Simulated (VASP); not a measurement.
# Mg (P6_3/mmc) in VASP: further runs, part 2 of 2

VASP 6.6.1. The steps go on from the part before.

### Step 3. Single point, PBE

File INCAR:

```
PREC = Accurate
ENCUT = 520
EDIFF = 1E-7
ISMEAR = 1
SIGMA = 0.3
LREAL = F
LASPH = T
NELM = 80
ALGO = Normal
ISIF = 2
LWAVE = F
LCHARG = T
GGA = PE
LELF = T
LVHAR = T
NBANDS = 9
```

File KPOINTS:

```
Automatic mesh
0
Gamma
  11 11 6
```

File POSCAR:

```
Mg
1.0
    3.1953117277      0.0000000000      0.0000000000
   -1.5976558638      2.7672211292      0.0000000000
    0.0000000000      0.0000000000      5.1879445283
Mg
2
Direct
    0.3333333333      0.6666666667      0.2500000000
    0.6666666667      0.3333333333      0.7500000000
```

Potentials or basis: VASP PAW PBE potentials, release 64 (Mg).

On the command line:

```bash
> cat potpaw_PBE.64/Mg/POTCAR > POTCAR
> mpirun -np 1 vasp_std > vasp.out
```

OUTCAR:

```text
PREC = Accurate
   ENCUT = 520
   EDIFF = 1E-7
   ISMEAR = 1
   LREAL = F
   LASPH = T
   NELM = 80
   ISIF = 2
   GGA = PE

 ion  position               nearest neighbor table
   1  0.333  0.667  0.250-   2 3.18   2 3.18   2 3.18   2 3.18   2 3.18   2 3.18
   2  0.667  0.333  0.750-   1 3.18   1 3.18   1 3.18   1 3.18   1 3.18   1 3.18

  LATTYP: Found a hexagonal cell.
 ALAT       =     3.1953117277
 C/A-ratio  =     1.6236113939

  Lattice vectors:

 A1 = (   3.1953117277,   0.0000000000,   0.0000000000)
 A2 = (  -1.5976558638,   2.7672211292,   0.0000000000)
 A3 = (   0.0000000000,   0.0000000000,   5.1879445283)

Analysis of symmetry for initial positions (statically):
=====================================================================
 Subroutine PRICEL returns:
 Original cell was already a primitive cell.

 Routine SETGRP: Setting up the symmetry group for a
 hexagonal supercell.

 Subroutine GETGRP returns: Found 24 space group operations
 (whereof 12 operations were pure point group operations)
 out of a pool of 24 trial point group operations.

The static configuration has the point symmetry D_3d.
 The point group associated with its full space group is D_6h.

Analysis of symmetry for dynamics (positions and initial velocities):
=====================================================================
 Subroutine PRICEL returns:
 Original cell was already a primitive cell.

 Routine SETGRP: Setting up the symmetry group for a
 hexagonal supercell.

 Subroutine GETGRP returns: Found 24 space group operations
 (whereof 12 operations were pure point group operations)
 out of a pool of 24 trial point group operations.

The dynamic configuration has the point symmetry D_3d.
 The point group associated with its full space group is D_6h.

 Subroutine INISYM returns: Found 24 space group operations
 (whereof 12 operations are pure point group operations),
 and found     1 'primitive' translations

----------------------------------------------------------------------------------------

                                     Primitive cell

  volume of cell :      45.8725

  direct lattice vectors                    reciprocal lattice vectors
     3.195311728  0.000000000  0.000000000     0.312958511  0.180686680  0.000000000
    -1.597655864  2.767221129  0.000000000     0.000000000  0.361373361  0.000000000
     0.000000000  0.000000000  5.187944528     0.000000000  0.000000000  0.192754567

  length of vectors
     3.195311728  3.195311728  5.187944528     0.361373361  0.361373361  0.192754567

  position of ions in fractional coordinates (direct lattice)
     0.333333333  0.666666667  0.250000000
     0.666666667  0.333333333  0.750000000

  ion indices of the primitive-cell ions
   primitive index   ion index
                 1           1
                 2           2

----------------------------------------------------------------------------------------

 KPOINTS: Automatic mesh

Automatic generation of k-mesh.
 Grid dimensions read from file:
 generate k-points for:   11   11    6
[... 22 lines left out ...]
  0.090909  0.000000  0.000000      6.000000
  0.181818  0.000000  0.000000      6.000000
  0.272727  0.000000  0.000000      6.000000
  0.363636  0.000000  0.000000      6.000000
  0.454545  0.000000  0.000000      6.000000
[... 16 lines left out ...]
  0.090909  0.090909  0.166667     12.000000
  0.181818  0.090909  0.166667     24.000000
 [... further k-points ...]
   k-points           NKPTS =     64   k-points in BZ     NKDIM =     64   number of bands    NBANDS=      9
   number of dos      NEDOS =    301   number of ions     NIONS =      2
   total plane-waves  NPLWV =  23040
   dimension x,y,z NGX =    24 NGY =   24 NGZ =   40
   dimension x,y,z NGXF=    48 NGYF=   48 NGZF=   80
   ions per type =               2
   NGX,Y,Z   is equivalent  to a cutoff of  12.49, 12.49, 12.82 a.u.
   NGXF,Y,Z  is equivalent  to a cutoff of  24.97, 24.97, 25.64 a.u.
 SYSTEM =  unknown system
   PREC   = accura    normal or accurate (medium, high low for compatibility)
   ISTART =      0    job   : 0-new  1-cont  2-samecut
   ICHARG =      2    charge: 1-file 2-atom 10-const
   ISPIN  =      1    spin polarized calculation?
   LNONCOLLINEAR =      F non collinear calculations
   LSORBIT =      F    spin-orbit coupling
   LASPH  =      T    aspherical Exc in radial PAW
   ENCUT  =  520.0 eV  38.22 Ry    6.18 a.u.   5.94  5.94  9.65*2*pi/ulx,y,z
   NELM   =     80;   NELMIN=  2; NELMDL= -5     # of ELM steps
   EDIFF  = 0.1E-06   stopping-criterion for ELM
   LREAL  =      F    real-space projection
   EDIFFG = 0.1E-05   stopping-criterion for IOM
   NSW    =      0    number of steps for IOM
   IBRION =     -1    ionic relax: 0-MD 1-quasi-New 2-CG
   NFREE  =      0    steps in history (QN), initial steepest desc. (CG)
   ISIF   =      2    stress and relaxation
   ISYM   =      2    0-nonsym 1-usesym 2-fastsym
   POTIM  = 0.5000    time-step for ionic-motion
   TEBEG  =    0.0;   TEEND  =   0.0 temperature during run
   PSTRESS=    0.0 pullay stress
   NELECT =       4.0000    total number of electrons
   NUPDOWN=      -1.0000    fix difference up-down
   EMIN   =  10.00;   EMAX   =-10.00  energy-range for DOS
   EFERMI =   0.00;   METHOD = LEGACY
   ISMEAR =     1;   SIGMA  =   0.30  broadening in eV -4-tet -1-fermi 0-gaus
   EFERMI_NEDOS =   21; number of points for ismear=-14 and -15
   IALGO  =     38    algorithm
   IMIX   =      4    mixing-type and parameters
     AMIX     =   0.40;   BMIX     =  1.00
     AMIX_MAG =   1.60;   BMIX_MAG =  1.00
  volume/ion in A,a.u.               =      22.94       154.78
  Fermi-wavevector in a.u.,A,eV,Ry     =   0.725957  1.371859  7.170448  0.527013
  Thomas-Fermi vector in A             =   1.816809
   LORBIT       =      0    0 simple, 1 ext, 2 COOP (PROOUT), +10 PAW based schemes
   GGA     = PE    functional components
   LHFCALC =     F    Hartree Fock is set to
   AEXX    =    0.0000 exact exchange contribution
   IVDW    =     0    specifies the selected vdW correction
   LEPSILON=     F    determine dielectric tensor
   LRPA    =     F    only Hartree local field effects (RPA)
 non-spin polarized calculation
 Methfessel and Paxton  Order N= 1 SIGMA  =   0.30
  energy-cutoff  :      520.00
  volume of cell :       45.87
 maximum number of plane-waves:      1252
 NGX is ok and might be reduce to    24
   NGX = 11   NGY = 11   NGZ = 19

 number of electron       4.0000000 magnetization

 Free energy of the ion-electron system (eV)
  ---------------------------------------------------
  ext. energy  EPLUGINS =         0.00000000
  ---------------------------------------------------
  free energy    TOTEN  =        -3.02792032 eV

  energy without entropy =       -3.03609872  energy(sigma->0) =       -3.03064645

 E-fermi :   2.6268     XC(G=0):  -8.4938

 val. band max:        2.5084815113   @ k =   0.3636   0.2727   0.5000
 cond. band min:       2.7401036629   @ k =   0.1818   0.1818   0.0000
 fundamental gap:      0.2316221517
 Fermi energy:         2.6267529815

 k-point     1 :       0.0000    0.0000    0.0000
  band No.  band energies     occupation
      1      -4.2972      2.00000
      2       0.9523      2.00000
      3       1.3971      2.00000
      4      13.5832      0.00000
      5      13.5832      0.00000
      6      13.6992      0.00000
      7      13.6992      0.00000
      8      14.4736      0.00000
      9      16.0708      0.00000
[... 265 lines left out ...]
 k-point    24 :       0.1818    0.0909    0.1667
  band No.  band energies     occupation
      1      -3.0098      2.00000
      2       0.6030      2.00000
      3       4.1166     -0.00000
      4       7.2980     -0.00000
      5       8.8674      0.00000
      6      10.7155      0.00000
      7      12.2062      0.00000
      8      13.5563      0.00000
      9      14.0603      0.00000

 [... further k-points ...]

------------------------ aborting loop because EDIFF is reached ----------------------------------------

  FORCE on cell =-STRESS in cart. coord.  units (eV):
  Direction    XX          YY          ZZ          XY          YZ          ZX
  --------------------------------------------------------------------------------------
  -------------------------------------------------------------------------------------
  Total       -0.0492197     -0.0492197     -0.0527284     -0.0000000      0.0000000     -0.0000000
  in kB       -1.7190845     -1.7190845     -1.8416303     -0.0000000      0.0000000     -0.0000000
  external PRESSURE =      -1.7599331 kB  Pullay stress =       0.0000000 kB

 VOLUME and BASIS-vectors are now :
 -----------------------------------------------------------------------------
  energy-cutoff  :      520.00
  volume of cell :       45.87
      direct lattice vectors                 reciprocal lattice vectors
     3.195311728  0.000000000  0.000000000     0.312958511  0.180686680  0.000000000
    -1.597655864  2.767221129  0.000000000     0.000000000  0.361373361  0.000000000
     0.000000000  0.000000000  5.187944528     0.000000000  0.000000000  0.192754567

 POSITION                                       TOTAL-FORCE (eV/Angst)
 -----------------------------------------------------------------------------------
     -0.00000      1.84481      1.29699        -0.000000      0.000000      0.000000
      1.59766      0.92241      3.89096         0.000000      0.000000      0.000000
 -----------------------------------------------------------------------------------
    total drift:                                0.000000     -0.000000      0.000000

  FREE ENERGIE OF THE ION-ELECTRON SYSTEM (eV)
  ---------------------------------------------------
  free  energy   TOTEN  =        -3.0279203181 eV

  energy  without entropy=       -3.0360987172  energy(sigma->0) =       -3.03064645
```

OSZICAR:

```text
N       E                     dE             d eps       ncg     rms          rms(c)
DAV:   1    -0.166990911014E+00   -0.16699E+00   -0.13102E+03  1152   0.317E+02
DAV:   2    -0.300234507994E+01   -0.28354E+01   -0.27469E+01  1536   0.280E+01
DAV:   3    -0.304128407309E+01   -0.38939E-01   -0.38767E-01  1478   0.274E+00
DAV:   4    -0.304139556586E+01   -0.11149E-03   -0.11149E-03  1530   0.151E-01
DAV:   5    -0.304139601699E+01   -0.45113E-06   -0.45136E-06  1397   0.917E-03    0.963E-01
DAV:   6    -0.303536546934E+01    0.60305E-02   -0.60776E-04  1408   0.193E-01    0.617E-01
DAV:   7    -0.302790964103E+01    0.74558E-02   -0.23484E-03  1175   0.334E-01    0.340E-02
DAV:   8    -0.302792181143E+01   -0.12170E-04   -0.15935E-05  1684   0.240E-02    0.762E-03
DAV:   9    -0.302792058269E+01    0.12287E-05   -0.12231E-06  1265   0.531E-03    0.617E-04
DAV:  10    -0.302792035142E+01    0.23127E-06   -0.52620E-09   881   0.437E-04    0.157E-04
DAV:  11    -0.302792031809E+01    0.33335E-07   -0.71903E-10   661   0.177E-04
   1 F= -.30279203E+01 E0= -.30306465E+01  d E =0.817840E-02
```

It took 27 s on 1 thread of AMD EPYC 7R13, shared host; peak memory 0.14 GiB.

Results:

```yaml
Free_energy: -3.0279 eV
Pressure: -0.2 GPa
Band_gap_on_the_k_mesh: zero (bands 2 and 3 overlap by 2.11 eV)
```

Levels at points of the mesh, in eV from the Fermi level:
| k point | band 1 | band 2 | band 3 | band 4 | band 5 |
| --- | --- | --- | --- | --- | --- |
| (0.00, 0.00, 0.00) | -6.92 | -1.67 | -1.23 | 10.96 | 10.96 |
| (0.00, 0.00, 0.50) | -5.53 | -5.53 | 5.05 | 5.05 | 11.70 |

Caveat: so wide a smearing shifts energies and pressures.

### Step 4. Single point, PBE

File INCAR:

```
ALGO = Normal ; EDIFF = 1E-6
ENCUT = 520 ; GGA = PE
ISIF = 2 ; ISMEAR = 1
LASPH = T ; LCHARG = F
LREAL = F ; LWAVE = F
NBANDS = 9 ; NELM = 60
PREC = Accurate ; SIGMA = 0.6
```

File KPOINTS:

```
k-points
0
Gamma
  11 11 6
```

POSCAR is that of step 3.

On the command line:

```bash
> cat potpaw_PBE.64/Mg/POTCAR > POTCAR
> mpirun -np 1 vasp_std > vasp.out
```

Run time: 28 s. Hardware: 1 thread of AMD EPYC 7R13, shared host; peak memory 0.14 GiB.

The run converged. Its results:

```yaml
Free_energy: -3.0192 eV
Pressure: -0.1 GPa
Band_gap_on_the_k_mesh: zero (bands 2 and 3 overlap by 2.11 eV)
```

Levels at points of the mesh, in eV from the Fermi level:
| k point | band 1 | band 2 | band 3 | band 4 | band 5 | band 6 | band 7 |
| --- | --- | --- | --- | --- | --- | --- | --- |
| (0.00, 0.00, 0.00) | -6.95 | -1.70 | -1.26 | 10.93 | 10.93 | 11.05 | 11.05 |
| (0.00, 0.00, 0.50) | -5.56 | -5.56 | 5.02 | 5.02 | 11.68 | 11.68 | 11.68 |

Caveat: so wide a smearing shifts energies and pressures.

### Step 5. Single point, PBE

File INCAR:

```
PREC     = Accurate       # precision mode
ENCUT    = 520            # plane-wave cutoff, eV
EDIFF    = 1E-7           # SCF threshold, eV
ISMEAR   = 1              # smearing method
SIGMA    = 1.0            # smearing width, eV
LREAL    = False          # projectors in reciprocal space
LASPH    = True           # aspherical terms in the spheres
NELM     = 100            # most SCF steps
ALGO     = Normal         # electronic algorithm
ISIF     = 2              # what is computed and relaxed
LWAVE    = False          # write WAVECAR
LCHARG   = False          # write CHGCAR
GGA      = PE             # functional
NBANDS   = 9              # bands
```

File KPOINTS:

```
Automatic mesh
0
Gamma
  11 11 6
```

POSCAR is that of step 4.

On the command line:

```bash
> cat potpaw_PBE.64/Mg/POTCAR > POTCAR
> mpirun -np 1 vasp_std > vasp.out
```

Run time: 32 s. Hardware: 1 thread of AMD EPYC 7R13, shared host; peak memory 0.14 GiB.

It converged, with:

| Property | Result |
| --- | --- |
| Free energy | -3.0113 eV |
| Pressure | -0.1 GPa |
| Band gap on the k mesh | zero (bands 2 and 3 overlap by 2.11 eV) |

Stress tensor (GPa, compression positive):
```
-0.05  0.00  0.00
 0.00 -0.05  0.00
 0.00  0.00 -0.15
```

Levels at points of the mesh, in eV from the Fermi level:
```tsv
k point	band 1	band 2	band 3	band 4	band 5
(0.00, 0.00, 0.00)	-6.94	-1.69	-1.25	10.94	10.94
(0.00, 0.00, 0.50)	-5.55	-5.55	5.03	5.03	11.69
```

Caveat: so wide a smearing shifts energies and pressures.

### Step 6. Overview

| smearing | gap on the mesh (eV) | pressure (GPa) |
| --- | --- | --- |
| methfessel-paxton 0.2 eV | none | -0.2 |
| methfessel-paxton 0.3 eV | none | -0.2 |
| methfessel-paxton 0.6 eV | none | -0.1 |
| methfessel-paxton 1 eV | none | -0.1 |

Alike in all rows: task single point; level PBE; potentials or basis VASP PAW PBE potentials, release 64 (Mg); no spin polarisation; cell as given; k mesh 11 × 11 × 6; cutoff (eV) 520.

Caveats: so wide a smearing shifts energies and pressures (at least some runs).

Absolute energies hang on the potentials; compare differences alone.
